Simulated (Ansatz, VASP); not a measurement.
**Na2S in VASP and in Ansatz**

```xyz
3
Lattice="0.0000 3.2341 3.2341 3.2341 0.0000 3.2341 3.2341 3.2341 0.0000" Properties=species:S:1:pos:R:3 pbc="T T T"
Na    1.6171    1.6171    1.6171
Na    4.8512    4.8512    4.8512
S     0.0000    0.0000    0.0000
```

Alike in both runs: functional r2SCAN; k mesh 8 × 8 × 8; occupations fermi-dirac, width 0.02 eV; no spin polarisation.

Ansatz relaxed the structure, and its values are those at the end. VASP's run is a single point on that final structure, the one shown.

|  | VASP | Ansatz |
| --- | --- | --- |
| version | VASP 6.6.1 | Ansatz 0.2.0 |
| potentials or method | VASP PAW PBE potentials, release 64 (Na_pv, S), cutoff 550 eV | PAW plane waves |
| valence electrons in the cell | 20 | 24 |

|  | VASP | Ansatz | Ansatz less VASP |
| --- | --- | --- | --- |
| gap on the k mesh at the Fermi level (eV) | 3.18 | 3.16 | -0.023 |
| pressure (GPa) | 0.6 | 0.6 | +0.06 |

VASP's potentials were made for PBE, not for r2SCAN. With one functional, cell and mesh, what is left measures potentials, basis and numerics. VASP's potentials hold 20 valence electrons a cell and Ansatz's 24, so a difference there can come from the potentials and not from the codes. Ansatz's warnings: stress scf threshold loose.
